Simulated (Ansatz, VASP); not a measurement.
## One calculation of BaTe, two programs

```
Ba Te
1.0
     0.00000    3.70724    3.48655
     3.70724    0.00000    3.48655
     3.70724    3.70724    0.00000
Ba Te
1 1
Direct
  0.00000 0.00000 0.00000
  0.50000 0.50000 0.50000
```

Change from the starting cell: epitaxial_xy strain +5.0%.

Alike in both runs: task single point; functional HSE06; k mesh 4 × 4 × 4; no spin polarisation.

|  | VASP | Ansatz |
| --- | --- | --- |
| version | VASP 6.6.1 | Ansatz 0.2.0 |
| potentials or method | VASP PAW PBE potentials, release 64 (Ba_sv, Te) | plane waves, PAW |
| plane-wave cutoff (eV) | 520 | 420 |
| occupations | gaussian, width 0.01 eV | fixed |
| valence electrons in the cell | 16 | 26 |

Ansatz gave:

| Item | Value |
| --- | --- |
| gap on the k mesh at the Fermi level (eV) | 2.43 |
| pressure (GPa) | -2.0 |
| traceless stress, the component that is largest in VASP (GPa) | 1.73 |

Problem. What did VASP give for the same quantities?

Solution. gap on the k mesh at the Fermi level (eV): 2.38; pressure (GPa): -1.9; traceless stress, the component that is largest in VASP (GPa): 1.83.

VASP's potentials hold 16 valence electrons a cell and Ansatz's 26, so a difference there can come from the potentials and not from the codes. Ansatz's warnings: stress exchange threshold loose, stress scf threshold loose.

Neither program's run includes spin-orbit coupling.
